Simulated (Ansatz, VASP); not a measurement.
# C in VASP and in Ansatz

```
CELL_PARAMETERS angstrom
0.01260 2.11665 3.35975
1.23538 0.00000 3.36433
1.22278 2.11665 0.00459
ATOMIC_POSITIONS crystal
C 0.16671 0.83329 0.16671
C 0.83329 0.16671 0.83329
```

Change from the starting cell: strain +0.0075 x Voigt [0, 0, 0, 0, 1, 0], atoms carried along.

Alike in both runs: task single point; functional LDA; k mesh 16 × 16 × 16; occupations gaussian, width 0.03 eV; no spin polarisation.

|  | VASP | Ansatz |
| --- | --- | --- |
| version | VASP 6.6.1 | Ansatz 0.2.0 |
| potentials or method | VASP PAW LDA potentials, release 64 (C), cutoff 520 eV | scalar-relativistic, plane waves, PAW |
| valence electrons in the cell | 8 | 8 |

```csv
,VASP,Ansatz,Ansatz less VASP
gap on the k mesh at the Fermi level (eV),0.21,0.21,+0.002
least direct gap on the mesh (eV),0.25,0.26,+0.003
pressure (GPa),0.8,0.0,-0.81
"traceless stress, the component that is largest in VASP (GPa)",-0.80,0.12,+0.926
rms of the force components (eV/Å),0.014,0.014,-0.0001
```

LDA's correlation is that of Perdew and Zunger in VASP and of Perdew and Wang (1992) in Ansatz. Atom by atom the forces differ by 0.000 eV/Å (rms over components).
